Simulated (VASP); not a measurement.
# Mn (Pm-3n) in VASP: further runs, part 2 of 2

VASP 6.6.1. Earlier steps stand in the parts before.

### Step 3. Relaxation of cell and atoms, BLYP

This run uses another cell than the first one, of 11.75 Å³/atom.

INCAR reads:

```
SYSTEM = Mn
PREC = Accurate
ENCUT = 600
EDIFF = 1E-6
ISMEAR = -1
SIGMA = 0.1
LREAL = .FALSE.
LASPH = .TRUE.
NELM = 100
ALGO = Normal
ISIF = 3
LWAVE = .FALSE.
LCHARG = .FALSE.
GGA = B5
ALDAX = 1.0
AGGAX = 1.0
AGGAC = 1.0
ALDAC = 0.0
IBRION = 2
NSW = 80
EDIFFG = -0.01
```

KPOINTS reads:

```
Automatic mesh
0
G
  6 6 6
  0 0 0
```

POSCAR reads:

```
Mn
1.0
    4.5467736727      0.0000000000      0.0000000000
    0.0000000000      4.5467736727      0.0000000000
    0.0000000000      0.0000000000      4.5467736727
Mn
8
Direct
    0.0000000000      0.0000000000      0.0000000000
    0.5000000000      0.5000000000      0.5000000000
    0.2500000000      0.0000000000      0.5000000000
    0.7500000000      0.0000000000      0.5000000000
    0.5000000000      0.2500000000      0.0000000000
    0.5000000000      0.7500000000      0.0000000000
    0.0000000000      0.5000000000      0.2500000000
    0.0000000000      0.5000000000      0.7500000000
```

Potentials or basis: VASP PAW PBE potentials, release 64 (Mn_pv).

Command:

```sh
> cat potpaw_PBE.64/Mn_pv/POTCAR > POTCAR
> mpirun -np 1 vasp_std > vasp.out
```

OUTCAR:

```text
SYSTEM = Mn
   PREC = Accurate
   ENCUT = 600
   EDIFF = 1E-6
   ISMEAR = -1
   LREAL = .FALSE.
   LASPH = .TRUE.
   NELM = 100
   ISIF = 3
   GGA = B5
   IBRION = 2
   NSW = 80
   EDIFFG = -0.01

 ion  position               nearest neighbor table
   1  0.000  0.000  0.000-   3 2.54   4 2.54   5 2.54   6 2.54   7 2.54   8 2.54   3 2.54   4 2.54
                             7 2.54   8 2.54   5 2.54   6 2.54
   2  0.500  0.500  0.500-   3 2.54   4 2.54   5 2.54   6 2.54   7 2.54   8 2.54   5 2.54   6 2.54
                             3 2.54   4 2.54   7 2.54   8 2.54
   3  0.250  0.000  0.500-   4 2.27   4 2.27   1 2.54   1 2.54   2 2.54   2 2.54   5 2.78   6 2.78
                             6 2.78   5 2.78   8 2.78   7 2.78   8 2.78   7 2.78
   4  0.750  0.000  0.500-   3 2.27   3 2.27   1 2.54   1 2.54   2 2.54   2 2.54   5 2.78   6 2.78
                             6 2.78   5 2.78   8 2.78   7 2.78   8 2.78   7 2.78
   5  0.500  0.250  0.000-   6 2.27   6 2.27   1 2.54   2 2.54   2 2.54   1 2.54   3 2.78   4 2.78
                             3 2.78   4 2.78   8 2.78   7 2.78   7 2.78   8 2.78
   6  0.500  0.750  0.000-   5 2.27   5 2.27   1 2.54   2 2.54   2 2.54   1 2.54   3 2.78   4 2.78
                             3 2.78   4 2.78   8 2.78   7 2.78   7 2.78   8 2.78
   7  0.000  0.500  0.250-   8 2.27   8 2.27   1 2.54   2 2.54   1 2.54   2 2.54   3 2.78   4 2.78
                             5 2.78   3 2.78   4 2.78   6 2.78   5 2.78   6 2.78
   8  0.000  0.500  0.750-   7 2.27   7 2.27   1 2.54   2 2.54   1 2.54   2 2.54   3 2.78   4 2.78
                             5 2.78   3 2.78   4 2.78   6 2.78   5 2.78   6 2.78

  LATTYP: Found a simple cubic cell.
 ALAT       =     4.5467736727

  Lattice vectors:

 A1 = (   4.5467736727,   0.0000000000,   0.0000000000)
 A2 = (   0.0000000000,   4.5467736727,   0.0000000000)
 A3 = (   0.0000000000,   0.0000000000,   4.5467736727)

Analysis of symmetry for initial positions (statically):
=====================================================================
 Subroutine PRICEL returns:
 Original cell was already a primitive cell.

 Routine SETGRP: Setting up the symmetry group for a
 simple cubic supercell.

 Subroutine GETGRP returns: Found 48 space group operations
 (whereof 24 operations were pure point group operations)
 out of a pool of 48 trial point group operations.

The static configuration has the point symmetry T_h .
 The point group associated with its full space group is O_h .

Analysis of symmetry for dynamics (positions and initial velocities):
[... 129 lines left out ...]
   PSTRESS=    0.0 pullay stress
   NELECT =     104.0000    total number of electrons
   NUPDOWN=      -1.0000    fix difference up-down
   EMIN   =  10.00;   EMAX   =-10.00  energy-range for DOS
   EFERMI =   0.00;   METHOD = LEGACY
   ISMEAR =    -1;   SIGMA  =   0.10  broadening in eV -4-tet -1-fermi 0-gaus
   EFERMI_NEDOS =   21; number of points for ismear=-14 and -15
   IALGO  =     38    algorithm
   IMIX   =      4    mixing-type and parameters
     AMIX     =   0.40;   BMIX     =  1.00
     AMIX_MAG =   1.60;   BMIX_MAG =  1.00
  volume/ion in A,a.u.               =      11.75        79.29
  Fermi-wavevector in a.u.,A,eV,Ry     =   1.693230  3.199741 39.008279  2.867028
  Thomas-Fermi vector in A             =   2.774673
   LORBIT       =      0    0 simple, 1 ext, 2 COOP (PROOUT), +10 PAW based schemes
   GGA     = B5    functional components
   LHFCALC =     F    Hartree Fock is set to
   AEXX    =    0.0000 exact exchange contribution
   IVDW    =     0    specifies the selected vdW correction
   LEPSILON=     F    determine dielectric tensor
   LRPA    =     F    only Hartree local field effects (RPA)
 conjugate gradient relaxation of ions
 non-spin polarized calculation
  energy-cutoff  :      600.00
  volume of cell :       94.00
 maximum number of plane-waves:      3178
   NGX = 19   NGY = 19   NGZ = 19

--------------------------------------- Ionic step        1  -------------------------------------------

 number of electron     104.0000203 magnetization

 Free energy of the ion-electron system (eV)
  ---------------------------------------------------
  ext. energy  EPLUGINS =         0.00000000
  ---------------------------------------------------
  free energy    TOTEN  =       -62.31811507 eV

  energy without entropy =      -61.82225025  energy(sigma->0) =      -62.07018266

 E-fermi :   9.9118     XC(G=0): -12.9057

 val. band max:        9.8975888028   @ k =   0.1667   0.1667   0.0000
 cond. band min:       9.9165158026   @ k =   0.1667   0.1667   0.1667
 fundamental gap:      0.0189269999
 Fermi energy:         9.9118402361

 k-point     1 :       0.0000    0.0000    0.0000
  band No.  band energies     occupation
      1     -38.5659      2.00000
      2     -38.5659      2.00000
      3     -38.4985      2.00000
      4     -38.2938      2.00000
      5     -38.2938      2.00000
      6     -38.2938      2.00000
[... 1414 lines left out ...]
--------------------------------------- Ionic step        4  -------------------------------------------

 number of electron     104.0000021 magnetization

 Free energy of the ion-electron system (eV)
  ---------------------------------------------------
  ext. energy  EPLUGINS =         0.00000000
  ---------------------------------------------------
  free energy    TOTEN  =       -62.47093490 eV

  energy without entropy =      -62.01178534  energy(sigma->0) =      -62.24136012

 E-fermi :  10.5728     XC(G=0): -13.1855

 val. band max:       10.5562900509   @ k =   0.1667   0.1667   0.0000
 cond. band min:      10.5765474979   @ k =   0.1667   0.1667   0.1667
 fundamental gap:      0.0202574470
 Fermi energy:        10.5727733498

 k-point     1 :       0.0000    0.0000    0.0000
  band No.  band energies     occupation
      1     -38.0167      2.00000
      2     -38.0167      2.00000
      3     -37.9364      2.00000
      4     -37.7085      2.00000
      5     -37.7085      2.00000
      6     -37.7085      2.00000
[... 1324 lines left out ...]
  FREE ENERGIE OF THE ION-ELECTRON SYSTEM (eV)
  ---------------------------------------------------
  free  energy   TOTEN  =       -62.4709349015 eV

  energy  without entropy=      -62.0117853351  energy(sigma->0) =      -62.24136012

 reached required accuracy - stopping structural energy minimisation
```

OSZICAR:

```text
N       E                     dE             d eps       ncg     rms          rms(c)
DAV:   1     0.151701127129E+04    0.15170E+04   -0.63161E+04  2592   0.256E+03
DAV:   2     0.646292884628E+02   -0.14524E+04   -0.14258E+04  2480   0.719E+02
[... 46 lines left out ...]
DAV:   2    -0.624710575050E+02    0.18916E-02   -0.17867E-02  2646   0.812E-01    0.102E-01
DAV:   3    -0.624717905999E+02   -0.73309E-03   -0.55871E-03  3500   0.612E-01    0.438E-01
DAV:   4    -0.624709498101E+02    0.84079E-03   -0.41553E-03  3508   0.525E-01    0.338E-02
DAV:   5    -0.624709401586E+02    0.96515E-05   -0.11922E-04  2712   0.774E-02    0.154E-02
DAV:   6    -0.624709365778E+02    0.35808E-05   -0.20857E-05  3044   0.271E-02    0.283E-03
DAV:   7    -0.624709348563E+02    0.17215E-05   -0.52225E-07  1462   0.584E-03    0.514E-04
DAV:   8    -0.624709349015E+02   -0.45249E-07   -0.78196E-08  1366   0.201E-03
   4 F= -.62470935E+02 E0= -.62241360E+02  d E =-.152820E+00
```

CONTCAR:

```text
Mn
   1.00000000000000
     4.4745336053040896   -0.0000000000000000    0.0000000000000000
     0.0000000000000000    4.4745336053040896    0.0000000000000000
     0.0000000000000000   -0.0000000000000000    4.4745336053040896
  Mn
     8
Direct
     1.0000000000000000    0.0000000000000000    1.0000000000000000
     0.5000000000000000    0.5000000000000000    0.5000000000000000
     0.2500000000000000    1.0000000000000000    0.5000000000000000
     0.7500000000000000    0.0000000000000000    0.5000000000000000
     0.5000000000000000    0.2500000000000000    0.0000000000000000
     0.5000000000000000    0.7500000000000000    0.0000000000000000
     0.0000000000000000    0.5000000000000000    0.2500000000000000
     1.0000000000000000    0.5000000000000000    0.7500000000000000

  0.00000000E+00  0.00000000E+00  0.00000000E+00
  0.00000000E+00  0.00000000E+00  0.00000000E+00
  0.00000000E+00  0.00000000E+00  0.00000000E+00
  0.00000000E+00  0.00000000E+00  0.00000000E+00
  0.00000000E+00  0.00000000E+00  0.00000000E+00
  0.00000000E+00  0.00000000E+00  0.00000000E+00
  0.00000000E+00  0.00000000E+00  0.00000000E+00
  0.00000000E+00  0.00000000E+00  0.00000000E+00
```

Run time: 7.4 min. Hardware: 1 thread of Intel Xeon Platinum 8488C (Sapphire Rapids), shared host; peak memory 0.27 GiB.

What came out:

| Property | Result |
| --- | --- |
| Free energy | -62.4709 eV |
| Relaxed volume | 11.20 Å³/atom |
| Relaxed cell | a = 4.475 Å, b = 4.475 Å, c = 4.475 Å, α = 90.00°, β = 90.00°, γ = 90.00° |
| Space group after relaxing (to 0.1 Å) | Pm-3n (No. 223) |
| Energy gained by relaxing | 19.1 meV/atom |
| Ionic steps | 4 |
| Pressure after relaxing | 0.0 GPa |
| Band gap on the k mesh | zero (bands 52 and 53 overlap by 0.27 eV) |

Step by step:
| step | energy change (eV) | largest force (eV/Å) | pressure (GPa) | volume (Å³) |
| --- | --- | --- | --- | --- |
| 1 | 0.0000 | 0.0000 | -10.55 | 94.00 |
| 2 | 0.1706 | 0.0000 | 19.17 | 83.86 |
| 3 | -0.1528 | 0.0000 | -0.21 | 89.67 |
| 4 | -0.1528 | 0.0000 | 0.02 | 89.59 |

Final structure:
```
Mn
1.0
     4.47453    0.00000    0.00000
     0.00000    4.47453    0.00000
     0.00000    0.00000    4.47453
Mn
8
Direct
  0.00000 0.00000 0.00000
  0.50000 0.50000 0.50000
  0.25000 0.00000 0.50000
  0.75000 0.00000 0.50000
  0.50000 0.25000 0.00000
  0.50000 0.75000 0.00000
  0.00000 0.50000 0.25000
  0.00000 0.50000 0.75000
```

Levels at points of the mesh, in eV from the Fermi level:
```
           k point  band 50  band 51  band 52  band 53  band 54  band 55
(0.00, 0.00, 0.00)     0.02     0.02     0.02     0.07     0.07     0.07
(0.50, 0.00, 0.00)    -0.40    -0.38    -0.38    -0.15    -0.15     0.29
(0.50, 0.50, 0.00)    -0.66    -0.52    -0.08     0.25     0.35     0.36
(0.50, 0.50, 0.50)    -0.08    -0.08    -0.08    -0.08    -0.08     0.86
```

Caveat: the PAW data sets were made with another functional, which shifts forces and pressure a little; the run has no spin polarisation, though such a crystal can be magnetic. Spin polarisation is off, so any magnetic state and its effect on volume and gap are missing.

The gap in the log of VASP goes by the Fermi energy; the results here count the filled bands.